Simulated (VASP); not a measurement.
ZrC (zincblende type), 2 atoms in the cell. The structure is cubic, space group F-43m (No. 216). The conventional cell has a = 4.987 Å, b = 4.987 Å, c = 4.987 Å, α = 90.00°, β = 90.00°, γ = 90.00°. Zr (site symmetry -43m) has 4 C at 2.16 Å within 2.9 Å. C (site symmetry -43m) has 4 Zr at 2.16 Å within 2.9 Å.  This cell differs from its parent crystal: volume scaled by 0.9405.

```yaml
Program: VASP 6.6.1
Task: single point
Functional: PBE
Potentials_or_basis: VASP PAW PBE potentials, release 64 (Zr_sv, C)
Cutoff: 520 eV
k_mesh: 11 × 11 × 11
Occupations: fermi-dirac, width 0.03 eV
Spin: no spin polarisation
Dipole_correction: no
Further_INCAR_settings: ALGO = Normal; EDIFF = 1e-06; NBANDS = 15
```

Potentials or basis: VASP PAW PBE potentials, release 64 (Zr_sv, C).

The run is started by

```bash
$ cat potpaw_PBE.64/Zr_sv/POTCAR potpaw_PBE.64/C/POTCAR > POTCAR
$ mpirun -np 1 vasp_std > vasp.out
```

Hardware: 1 thread of Intel(R) Xeon(R) Platinum 8488C (Sapphire Rapids), on a shared host.

Q: Estimate the wall time of this run.

A: Run time: 16 s on 1 thread of Intel(R) Xeon(R) Platinum 8488C (Sapphire Rapids), on a shared host, peak memory 0.16 GiB. Counts: scf iterations 13, k points 56.
